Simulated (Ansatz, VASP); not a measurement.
**Two plane-wave programs on B**

Contents of POSCAR:

```
B
1.0
    4.8845890000      0.0000000000      0.0000000000
   -2.4422950000      4.2301860000      0.0000000000
   -2.4422950000      1.4100620000      4.1690190000
B
12
Direct
    0.0104000000      0.9896000000      0.6781000000
    0.0104000000      0.3427000000      0.6781000000
    0.6573000000      0.9896000000      0.6781000000
    0.9896000000      0.0104000000      0.3219000000
    0.3427000000      0.0104000000      0.3219000000
    0.9896000000      0.6573000000      0.3219000000
    0.2206000000      0.7794000000      0.0735000000
    0.2206000000      0.3677000000      0.0735000000
    0.6323000000      0.7794000000      0.0735000000
    0.7794000000      0.2206000000      0.9265000000
    0.3677000000      0.2206000000      0.9265000000
    0.7794000000      0.6323000000      0.9265000000
```

File INCAR.step1:

```
SYSTEM = B
ALGO     = Normal         ! electronic algorithm
EDIFF    = 1E-4           ! SCF threshold, eV
ENCUT    = 520            ! plane-wave cutoff, eV
GGA      = PE             ! functional
ISMEAR   = -1             ! smearing method
LASPH    = .TRUE.         ! aspherical terms in the spheres
LCHARG   = .FALSE.        ! write CHGCAR
LREAL    = .FALSE.        ! projectors in reciprocal space
LWAVE    = .TRUE.         ! write WAVECAR
NBANDS   = 30             ! bands
NELM     = 60             ! most SCF steps
PREC     = Accurate       ! precision mode
SIGMA    = 0.1            ! smearing width, eV
```

The input INCAR.step2:

```
SYSTEM = B
ALGO     = Normal         ! electronic algorithm
EDIFF    = 1E-7           ! SCF threshold, eV
ENCUT    = 520            ! plane-wave cutoff, eV
ISIF     = 2              ! what is computed and relaxed
ISMEAR   = -1             ! smearing method
ISTART   = 1            
LASPH    = .TRUE.         ! aspherical terms in the spheres
LCHARG   = .FALSE.        ! write CHGCAR
LMIXTAU  = .TRUE.       
LREAL    = .FALSE.        ! projectors in reciprocal space
LWAVE    = .FALSE.        ! write WAVECAR
METAGGA  = R2SCAN         ! meta-GGA
NBANDS   = 30             ! bands
NELM     = 60             ! most SCF steps
PREC     = Accurate       ! precision mode
SIGMA    = 0.1            ! smearing width, eV
```

File KPOINTS:

```
k-points
0
G
  6 6 6
  0 0 0
```

Input for Ansatz:

```yaml
crystal:
  lattice:
    - [4.884589, 0.0, 0.0]
    - [-2.442295, 4.230186, 0.0]
    - [-2.442295, 1.410062, 4.169019]
  atoms:
    - { symbol: B, position: [0.0104, 0.9896, 0.6781] }
    - { symbol: B, position: [0.0104, 0.3427, 0.6781] }
    - { symbol: B, position: [0.6573, 0.9896, 0.6781] }
    - { symbol: B, position: [0.9896, 0.0104, 0.3219] }
    - { symbol: B, position: [0.3427, 0.0104, 0.3219] }
    - { symbol: B, position: [0.9896, 0.6573, 0.3219] }
    - { symbol: B, position: [0.2206, 0.7794, 0.0735] }
    - { symbol: B, position: [0.2206, 0.3677, 0.0735] }
    - { symbol: B, position: [0.6323, 0.7794, 0.0735] }
    - { symbol: B, position: [0.7794, 0.2206, 0.9265] }
    - { symbol: B, position: [0.3677, 0.2206, 0.9265] }
    - { symbol: B, position: [0.7794, 0.6323, 0.9265] }
  symmetry: { tolerance: 0.0003 }
kpoints:
  mp_grid: { grid: [6, 6, 6], shift: [0, 0, 0] }
  band_path:
    path:
      - [0.0, 0.0, 0.0]
      - [0.0, 0.0, 0.5]
      - [0.51413971, -0.25706986, 0.24293014]
      - [0.74293014, -0.48586029, -0.24293014]
      - [0.5, 0.0, 0.0]
      - [0.0, 0.0, 0.0]
      - [0.74293014, -0.37146507, -0.37146507]
      - [0.62853493, -0.37146507, 0.0]
      - [0.5, -0.5, 0.0]
      - [0.0, 0.0, 0.0]
    npoints: 6
magnetization:
  spin_polarized: false
scf:
  occupations: { method: fermi_dirac }
  lower_state_search: "off"
  max_iter: 200
hamiltonian:
  pseudopotentials: { kind: paw }
  xc: r2scan
basis:
  ecutwfc: 500
  fft_grid_basis: typed
output:
  forces: true
  stress: true
  eigenvalues: true
  bader: true
  populations: true
  elf: true
  write_potential: true
  volumetric_format: npy
  dos:
    e_range: [-12, 8]
    de: 0.05
    projected: { site_lists: { B: [B] } }
checkpoint:
  read: saved_state
```

Alike in both runs: task single point; functional r2SCAN; k mesh 6 × 6 × 6; no spin polarisation.

```csv
,VASP,Ansatz
version,VASP 6.6.1,Ansatz 0.2.0
potentials or method,"VASP PAW PBE potentials, release 64 (B), cutoff 520 eV",PAW plane waves
occupations,"fermi-dirac, width 0.1 eV",fermi-dirac
valence electrons in the cell,36,36
```

VASP gave:

```
pressure (GPa)                                                : 2.3
traceless stress, the component that is largest in VASP (GPa) : -1.62
rms of the force components (eV/Å)                            : 0.394
```

Task: What did Ansatz give for the same quantities?

Result: Pressure (GPa): 2.1; traceless stress, the component that is largest in VASP (GPa): -1.53; rms of the force components (eV/Å): 0.383.

VASP's potentials were made for PBE, not for r2SCAN. Atom by atom the forces differ by 0.014 eV/Å (rms over components). Ansatz's warnings: structure snapped to symmetry.
